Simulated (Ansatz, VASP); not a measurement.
## BN in VASP and in Ansatz

```
B N
1.0
     0.00000    1.74583    1.74583
     1.74583    0.00000    1.74583
     1.74583    1.74583    0.00000
B N
1 1
Direct
  0.00000 0.00000 0.00000
  0.50000 0.50000 0.50000
```

Alike in both runs: task single point; functional PBEsol; k mesh 8 × 8 × 8; no spin polarisation.

```csv
,VASP,Ansatz
version,VASP 6.6.1,Ansatz 0.2.0
potentials or method,"VASP PAW PBE potentials, release 64 (B, N)",plane waves
plane-wave cutoff (eV),600,420
occupations,"gaussian, width 0.01 eV",fixed
valence electrons in the cell,8,8
```

```csv
,VASP,Ansatz,Ansatz less VASP
gap on the k mesh at the Fermi level (eV),1.37,1.37,-0.001
pressure (GPa),-3.0,-3.1,-0.04
```

VASP's potentials were made for PBE, not for PBEsol.
